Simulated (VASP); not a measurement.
Wanted: the native input for a VASP 6.6.1 run.

| Property | Result |
| --- | --- |
| Task | relaxation of cell and atoms |
| Functional | PBEsol |
| Potentials or basis | VASP PAW PBE potentials, release 64 (Au) |
| Cutoff | 600 eV |
| k mesh | 8 × 8 × 8 |
| Occupations | gaussian, width 0.05 eV |
| Spin | no spin polarisation |
| Target pressure | 5 GPa |
| Dipole correction | no |
| Further INCAR settings | ALGO = Normal; EDIFF = 1e-06; IBRION = 2; EDIFFG = -0.03; NSW = 80; ISIF = 3 |

The structure of Au lies in POSCAR:

```
Au
1.0
    0.0000000000      2.8000000000      2.8000000000
    2.8000000000      0.0000000000      2.8000000000
    2.8000000000      2.8000000000      0.0000000000
Au
2
Direct
    0.0000000000      0.0000000000      0.0000000000
    0.2500000000      0.2500000000      0.2500000000
```

One way to write it, as run:

INCAR

```
SYSTEM = Au
PREC = Accurate
ENCUT = 600
EDIFF = 1E-6
ISMEAR = 0
SIGMA = 0.05
LREAL = .FALSE.
LASPH = .TRUE.
NELM = 100
ALGO = Normal
ISIF = 3
LWAVE = .FALSE.
LCHARG = .FALSE.
GGA = PS
IBRION = 2
NSW = 80
EDIFFG = -0.03
PSTRESS = 50.0
```

KPOINTS

```
Automatic mesh
0
G
  8 8 8
  0 0 0
```

Potentials or basis: VASP PAW PBE potentials, release 64 (Au).

Run with:

```console
$ cat potpaw_PBE.64/Au/POTCAR > POTCAR
$ mpirun -np 1 vasp_std > vasp.out
```

Results of the run:

* Relaxed volume: 25.64 Å³/atom
* Relaxed cell: a = 4.170 Å, b = 4.170 Å, c = 4.170 Å, α = 60.00°, β = 60.00°, γ = 60.00°
* Space group after relaxing (to 0.05 Å): Fd-3m (No. 227)
* Energy change on relaxing (the enthalpy is what falls): -339.8 meV/atom
* Ionic steps: 5
* Pressure after relaxing: 5.0 GPa
* Band gap on the k mesh: zero (band 11 reaches 4.23 eV, above the bottom of band 12 at 3.58 eV)

Caveat: the cell is relaxed towards a set pressure, so the enthalpy falls and the energy may rise; the volume moved by over 15 % at a fixed basis, so the end points are rough; the PAW data sets were made with another functional, which shifts forces and pressure a little; spin-orbit coupling is left out, which moves the levels of the heavy elements.

Wall time 58 s on 1 thread of Intel Xeon 6975P-C, on a shared host, peak memory 0.2 GiB.
